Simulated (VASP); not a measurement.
# SiSeF2 (P6/mmm) in VASP: a series of runs, part 2 of 2

VASP 6.6.1. The steps go on from the part before.

## Step 4: Relaxation of cell and atoms, PBE

This run uses another cell than the first one, of 19.50 Å³/atom.

Contents of INCAR:

```
PREC = Accurate
ENCUT = 600
EDIFF = 1E-6
ISMEAR = 0
SIGMA = 0.1
LREAL = F
LASPH = T
NELM = 80
ALGO = Normal
ISIF = 3
LWAVE = F
LCHARG = F
GGA = PE
IBRION = 2
NSW = 90
EDIFFG = -0.04
```

Contents of KPOINTS:

```
Automatic mesh
0
Gamma
  6 6 4
```

Contents of POSCAR:

```
SiSeF2
1.0
    3.7646577200      0.0000000000      0.0000000000
   -1.8823288600      3.2602892200      0.0000000000
    0.0000000000      0.0000000000      6.3549964900
Si Se F
1 1 2
Direct
    0.0000000000      0.0000000000      0.0000000000
    0.0000000000      0.0000000000      0.5000000000
    0.0000000000      0.0000000000      0.7968266100
    0.0000000000      0.0000000000      0.2031733900
```

Potentials or basis: VASP PAW PBE potentials, release 64 (Si, Se, F).

On the command line:

```sh
$ cat potpaw_PBE.64/Si/POTCAR potpaw_PBE.64/Se/POTCAR potpaw_PBE.64/F/POTCAR > POTCAR
$ mpirun -np 1 vasp_std > vasp.out
```

OUTCAR:

```text
PREC = Accurate
   ENCUT = 600
   EDIFF = 1E-6
   ISMEAR = 0
   LREAL = F
   LASPH = T
   NELM = 80
   ISIF = 3
   GGA = PE
   IBRION = 2
   NSW = 90
   EDIFFG = -0.04

 ion  position               nearest neighbor table
   1  0.000  0.000  0.000-   3 1.29   4 1.29
   2  0.000  0.000  0.500-   3 1.89   4 1.89
   3  0.000  0.000  0.797-   1 1.29   2 1.89
   4  0.000  0.000  0.203-   1 1.29   2 1.89

  LATTYP: Found a hexagonal cell.
 ALAT       =     3.7646577200
 C/A-ratio  =     1.6880675383

  Lattice vectors:

 A1 = (   3.7646577200,   0.0000000000,   0.0000000000)
 A2 = (  -1.8823288600,   3.2602892200,   0.0000000000)
 A3 = (   0.0000000000,   0.0000000000,   6.3549964900)

Analysis of symmetry for initial positions (statically):
=====================================================================
 Subroutine PRICEL returns:
 Original cell was already a primitive cell.

 Routine SETGRP: Setting up the symmetry group for a
 hexagonal supercell.

 Subroutine GETGRP returns: Found 24 space group operations
 (whereof 24 operations were pure point group operations)
 out of a pool of 24 trial point group operations.

The static configuration has the point symmetry D_6h.

Analysis of symmetry for dynamics (positions and initial velocities):
=====================================================================
 Subroutine PRICEL returns:
 Original cell was already a primitive cell.

 Routine SETGRP: Setting up the symmetry group for a
 hexagonal supercell.

 Subroutine GETGRP returns: Found 24 space group operations
 (whereof 24 operations were pure point group operations)
 out of a pool of 24 trial point group operations.

The dynamic configuration has the point symmetry D_6h.

 Subroutine INISYM returns: Found 24 space group operations
 (whereof 24 operations are pure point group operations),
 and found     1 'primitive' translations

----------------------------------------------------------------------------------------

                                     Primitive cell

  volume of cell :      78.0004

  direct lattice vectors                    reciprocal lattice vectors
     3.764657720  0.000000000  0.000000000     0.265628398  0.153360627  0.000000000
    -1.882328860  3.260289220  0.000000000     0.000000000  0.306721255  0.000000000
     0.000000000  0.000000000  6.354996490     0.000000000  0.000000000  0.157356499

  length of vectors
     3.764657720  3.764657718  6.354996490     0.306721254  0.306721255  0.157356499

  position of ions in fractional coordinates (direct lattice)
     0.000000000  0.000000000  0.000000000
     0.000000000  0.000000000  0.500000000
     0.000000000  0.000000000  0.796826610
     0.000000000  0.000000000  0.203173390

  ion indices of the primitive-cell ions
   primitive index   ion index
                 1           1
                 2           2
                 3           3
                 4           4

----------------------------------------------------------------------------------------

 KPOINTS: Automatic mesh

Automatic generation of k-mesh.
 Grid dimensions read from file:
 generate k-points for:    6    6    4

 Generating k-lattice:

  Cartesian coordinates                     Fractional coordinates (reciprocal lattice)
     0.044271400  0.025560105  0.000000000     0.166666667 -0.000000000  0.000000000
     0.000000000  0.051120209  0.000000000     0.000000000  0.166666667  0.000000000
     0.000000000  0.000000000  0.039339125     0.000000000  0.000000000  0.250000000

  Length of vectors
     0.051120209  0.051120209  0.039339125

  Shift w.r.t. Gamma in fractional coordinates (k-lattice)
     0.000000000  0.000000000  0.000000000

 Subroutine IBZKPT returns following result:
 ===========================================

 Found     21 irreducible k-points:

 Following reciprocal coordinates:
            Coordinates               Weight
  0.000000  0.000000  0.000000      1.000000
  0.166667 -0.000000  0.000000      6.000000
  0.333333 -0.000000  0.000000      6.000000
  0.500000 -0.000000  0.000000      3.000000
  0.166667  0.166667  0.000000      6.000000
  0.333333  0.166667  0.000000     12.000000
[... 13 lines left out ...]
  0.333333  0.166667  0.500000     12.000000
  0.333333  0.333333  0.500000      2.000000
   k-points           NKPTS =     21   k-points in BZ     NKDIM =     21   number of bands    NBANDS=     16
   number of dos      NEDOS =    301   number of ions     NIONS =      4
   total plane-waves  NPLWV =  48600
   dimension x,y,z NGX =    30 NGY =   30 NGZ =   54
   dimension x,y,z NGXF=    60 NGYF=   60 NGZF=  108
   ions per type =               1   1   2
   NGX,Y,Z   is equivalent  to a cutoff of  13.25, 13.25, 14.13 a.u.
   NGXF,Y,Z  is equivalent  to a cutoff of  26.50, 26.50, 28.25 a.u.
 SYSTEM =  unknown system
   PREC   = accura    normal or accurate (medium, high low for compatibility)
   ISTART =      0    job   : 0-new  1-cont  2-samecut
   ICHARG =      2    charge: 1-file 2-atom 10-const
   ISPIN  =      1    spin polarized calculation?
   LNONCOLLINEAR =      F non collinear calculations
   LSORBIT =      F    spin-orbit coupling
   LASPH  =      T    aspherical Exc in radial PAW
   ENCUT  =  600.0 eV  44.10 Ry    6.64 a.u.   7.52  7.52 12.69*2*pi/ulx,y,z
   NELM   =     80;   NELMIN=  2; NELMDL= -5     # of ELM steps
   EDIFF  = 0.1E-05   stopping-criterion for ELM
   LREAL  =      F    real-space projection
   EDIFFG = -.4E-01   stopping-criterion for IOM
   NSW    =     90    number of steps for IOM
   IBRION =      2    ionic relax: 0-MD 1-quasi-New 2-CG
   NFREE  =      1    steps in history (QN), initial steepest desc. (CG)
   ISIF   =      3    stress and relaxation
   ISYM   =      2    0-nonsym 1-usesym 2-fastsym
   POTIM  = 0.5000    time-step for ionic-motion
   TEBEG  =    0.0;   TEEND  =   0.0 temperature during run
   PSTRESS=    0.0 pullay stress
   NELECT =      24.0000    total number of electrons
   NUPDOWN=      -1.0000    fix difference up-down
   EMIN   =  10.00;   EMAX   =-10.00  energy-range for DOS
   EFERMI =   0.00;   METHOD = LEGACY
   ISMEAR =     0;   SIGMA  =   0.10  broadening in eV -4-tet -1-fermi 0-gaus
   EFERMI_NEDOS =   21; number of points for ismear=-14 and -15
   IALGO  =     38    algorithm
   IMIX   =      4    mixing-type and parameters
     AMIX     =   0.40;   BMIX     =  1.00
     AMIX_MAG =   1.60;   BMIX_MAG =  1.00
  volume/ion in A,a.u.               =      19.50       131.59
  Fermi-wavevector in a.u.,A,eV,Ry     =   1.105214  2.088551 16.619480  1.221497
  Thomas-Fermi vector in A             =   2.241698
   LORBIT       =      0    0 simple, 1 ext, 2 COOP (PROOUT), +10 PAW based schemes
   GGA     = PE    functional components
   LHFCALC =     F    Hartree Fock is set to
   AEXX    =    0.0000 exact exchange contribution
   IVDW    =     0    specifies the selected vdW correction
   LEPSILON=     F    determine dielectric tensor
   LRPA    =     F    only Hartree local field effects (RPA)
 conjugate gradient relaxation of ions
 non-spin polarized calculation
 Gauss-broadening in eV      SIGMA  =   0.10
  energy-cutoff  :      600.00
  volume of cell :       78.00
 maximum number of plane-waves:      2642
   NGX = 15   NGY = 15   NGZ = 25

--------------------------------------- Ionic step        1  -------------------------------------------

 number of electron      24.0000019 magnetization

 Free energy of the ion-electron system (eV)
  ---------------------------------------------------
  ext. energy  EPLUGINS =         0.00000000
  ---------------------------------------------------
  free energy    TOTEN  =        -5.44613472 eV

  energy without entropy =       -5.42719522  energy(sigma->0) =       -5.43666497

------------------------ aborting loop because EDIFF is reached ----------------------------------------

  FORCE on cell =-STRESS in cart. coord.  units (eV):
  Direction    XX          YY          ZZ          XY          YZ          ZX
  --------------------------------------------------------------------------------------
  -------------------------------------------------------------------------------------
  Total       -0.4799535     -0.4799535     86.3512920      0.0000000     -0.0000000     -0.0000000
  in kB       -9.8585441     -9.8585440   1773.7094608      0.0000000     -0.0000000     -0.0000000
  external PRESSURE =     584.6641242 kB  Pullay stress =       0.0000000 kB
[... 898 lines left out ...]
      3      -6.8687      2.00000
      4      -3.8453      2.00000
      5      -2.6116      2.00000
      6      -2.4599      2.00000
[... 8 lines left out ...]
     15       6.9916      0.00000
     16      12.5739      0.00000

[... ionic steps 4 to 27 ...]

--------------------------------------- Ionic step       28  -------------------------------------------

 number of electron      23.9999961 magnetization

------------------------ aborting loop because EDIFF is reached ----------------------------------------
[... 71 lines left out ...]
--------------------------------------- Ionic step       30  -------------------------------------------

 number of electron      23.9999961 magnetization

 Free energy of the ion-electron system (eV)
  ---------------------------------------------------
  ext. energy  EPLUGINS =         0.00000000
  ---------------------------------------------------
  free energy    TOTEN  =       -17.37269329 eV

  energy without entropy =      -17.35374974  energy(sigma->0) =      -17.36322152

 E-fermi :   3.4317     XC(G=0):  -9.8668

 val. band max:        3.4240531181   @ k =   0.3333   0.1667   0.2500
 cond. band min:       3.5067808694   @ k =   0.3333   0.1667   0.0000
 fundamental gap:      0.0827277513
 Fermi energy:         3.4317483573
[... 428 lines left out ...]
  FREE ENERGIE OF THE ION-ELECTRON SYSTEM (eV)
  ---------------------------------------------------
  free  energy   TOTEN  =       -17.3726932901 eV

  energy  without entropy=      -17.3537497448  energy(sigma->0) =      -17.36322152

 reached required accuracy - stopping structural energy minimisation
```

CONTCAR:

```text
SiSeF2
   1.00000000000000
     2.7703218097549871    0.0000000000000000   -0.0000000000000000
    -1.3851609048774935    2.3991690637377516    0.0000000000000000
     0.0000000000000000   -0.0000000000000000    8.8777566563322150
  Si              Se              F
     1     1     2
Direct
     0.0000000000000000    0.0000000000000000    0.0000000000000000
     0.0000000000000000    0.0000000000000000    0.5000000000000000
     0.0000000000000000    0.0000000000000000    0.8152761176800503
     0.0000000000000000    0.0000000000000000    0.1847238823199499

  0.00000000E+00  0.00000000E+00  0.00000000E+00
  0.00000000E+00  0.00000000E+00  0.00000000E+00
  0.00000000E+00  0.00000000E+00  0.00000000E+00
  0.00000000E+00  0.00000000E+00  0.00000000E+00
```

Wall time 18 min (1 thread of Oxide Virtual Turin-like, shared host); peak memory 0.22 GiB.

What came out:

| Property | Result |
| --- | --- |
| Free energy | -17.3727 eV |
| Relaxed volume | 14.75 Å³/atom |
| Relaxed cell | a = 2.770 Å, b = 2.770 Å, c = 8.878 Å, α = 90.00°, β = 90.00°, γ = 120.00° |
| Space group after relaxing (to 0.1 Å) | P6/mmm (No. 191) |
| Pressure after relaxing | -0.3 GPa |
| Largest force after relaxing | 0.022 eV/Å |
| Band gap on the k mesh | zero (bands 12 and 13 overlap by 5.43 eV) |

Forces in eV/Å, atoms in the order of the input:
```
Si   0.000  0.000  0.000
Se   0.000  0.000  0.000
F    0.000  0.000  0.022
F    0.000  0.000 -0.022
```

Stress tensor (GPa, compression positive):
```
-0.19  0.00  0.00
 0.00 -0.19  0.00
 0.00  0.00 -0.39
```

Final structure:
```
Si Se F
1.0
     2.77032    0.00000    0.00000
    -1.38516    2.39917    0.00000
     0.00000    0.00000    8.87776
Si Se F
1 1 2
Direct
  0.00000 0.00000 0.00000
  0.00000 0.00000 0.50000
  0.00000 0.00000 0.81528
  0.00000 0.00000 0.18472
```

Caveat: the volume moved by over 15 % at a fixed basis, so the end points are rough.

## Step 5: Summary

```tsv
task	cell	cutoff (eV)	gap on the mesh (eV)	pressure (GPa)	largest force (eV/Å)
single point	a = 2.786, b = 2.786, c = 10.247 Å, angles 90.0, 90.0, 120.0°, 4 atoms, atomic positions A	520	none	0.4	0.24
single point	a = 3.765, b = 3.765, c = 6.355 Å, angles 90.0, 90.0, 120.0°, 4 atoms, atomic positions B	520	none	58.6	21.70
relaxation of cell and atoms	relaxed from a = 3.765, b = 3.765, c = 6.355 Å, angles 90.0, 90.0, 120.0°, 4 atoms, atomic positions B	600	none	-0.3	0.02
```

Alike in all rows: level PBE; potentials or basis VASP PAW PBE potentials, release 64 (Si, Se, F); no spin polarisation; k mesh 6 × 6 × 4; smearing gaussian 0.1 eV.

Caveats: some runs use coarse meshes; this functional lacks dispersion, which binds layers or chains, so the pressure and a relaxed spacing across them are unreliable (at least some runs); the stress differs along the axes, from -1 to 178 GPa (at least some runs); forces of over 1 eV/Å act on the atoms, so gaps and moduli don't describe the material at rest (at least some runs); the volume moved by over 15 % at a fixed basis, so the end points are rough (at least some runs).

Absolute energies hang on the potentials; compare differences alone.

The gap in the log of VASP goes by the Fermi energy; the results here count the filled bands.